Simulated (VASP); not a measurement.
Here is a VASP 6.6.1 calculation.

The input INCAR:

```
SYSTEM = LaTe
PREC = Accurate
ENCUT = 520
EDIFF = 1E-6
ISMEAR = 0
SIGMA = 0.1
LREAL = .False.
LASPH = .True.
NELM = 100
ALGO = Normal
ISIF = 2
LWAVE = .False.
LCHARG = .True.
GGA = PS
LELF = .True.
LVHAR = .True.
NBANDS = 16
```

Contents of KPOINTS:

```
Automatic mesh
0
Gamma
  16 16 16
  0 0 0
```

Contents of POSCAR:

```
LaTe
1.0
    3.7527718309      0.0000000000      0.0000000000
    0.0000000000      3.7527718309      0.0000000000
    0.0000000000      0.0000000000      3.7527718309
La Te
1 1
Direct
    0.0000000000      0.0000000000      0.0000000000
    0.5000000000      0.5000000000      0.5000000000
```

Potentials or basis: VASP PAW PBE potentials, release 64 (La, Te).

Run with:

```bash
$ cat potpaw_PBE.64/La/POTCAR potpaw_PBE.64/Te/POTCAR > POTCAR
$ mpirun -np 1 vasp_std > vasp.out
```

Predict the pressure.

7.5 GPa.

Caveat: the PAW data sets were made with another functional, which shifts forces and pressure a little.
